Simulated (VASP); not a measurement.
A run of VASP 6.6.1 is set up as follows.

Contents of INCAR:

```
SYSTEM = Cs
PREC     = Accurate       ! precision mode
ENCUT    = 520            ! plane-wave cutoff, eV
EDIFF    = 1E-6           ! SCF threshold, eV
ISMEAR   = -1             ! smearing method
SIGMA    = 0.05           ! smearing width, eV
LREAL    = .FALSE.        ! projectors in reciprocal space
LASPH    = .TRUE.         ! aspherical terms in the spheres
NELM     = 80             ! most SCF steps
ALGO     = Normal         ! electronic algorithm
ISIF     = 2              ! what is computed and relaxed
LWAVE    = .FALSE.        ! write WAVECAR
LCHARG   = .FALSE.        ! write CHGCAR
GGA      = CA             ! functional
NBANDS   = 10             ! bands
```

Contents of KPOINTS:

```
Automatic mesh
0
G
  9 9 9
  0 0 0
```

File POSCAR:

```
Cs
1.0
   -3.0225000000      3.0225000000      3.0225000000
    3.0225000000     -3.0225000000      3.0225000000
    3.0225000000      3.0225000000     -3.0225000000
Cs
1
Direct
    0.0000000000      0.0000000000      0.0000000000
```

Potentials or basis: VASP PAW LDA potentials, release 64 (Cs_sv).

Launch:

```sh
$ cat potpaw_LDA.64/Cs_sv/POTCAR > POTCAR
$ mpirun -np 1 vasp_std > vasp.out
```

**Question.** What does it give for the pressure?

**Answer.** -0.3 GPa.
